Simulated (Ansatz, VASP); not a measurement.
**Two plane-wave programs on BN**

```
B N
1.0
     0.00000    1.74745    1.74745
     1.74745    0.00000    1.74745
     1.74745    1.74745    0.00000
B N
1 1
Direct
  0.00000 0.00000 0.00000
  0.25000 0.25000 0.25000
```

Alike in both runs: task single point; functional PBE; dispersion D3(BJ); k mesh 12 × 12 × 12; occupations gaussian, width 0.02 eV; no spin polarisation.

|  | VASP | Ansatz |
| --- | --- | --- |
| version | VASP 6.6.1 | Ansatz 0.2.0 |
| potentials or method | VASP PAW PBE potentials, release 64 (B, N), cutoff 600 eV | scalar-relativistic, plane waves, PAW |
| valence electrons in the cell | 8 | 8 |

VASP gave:

- gap on the k mesh at the Fermi level (eV): 4.56
- least direct gap on the mesh (eV): 9.30

Question: Estimate Ansatz's values.

Answer: gap on the k mesh at the Fermi level (eV): 4.57; least direct gap on the mesh (eV): 9.32.
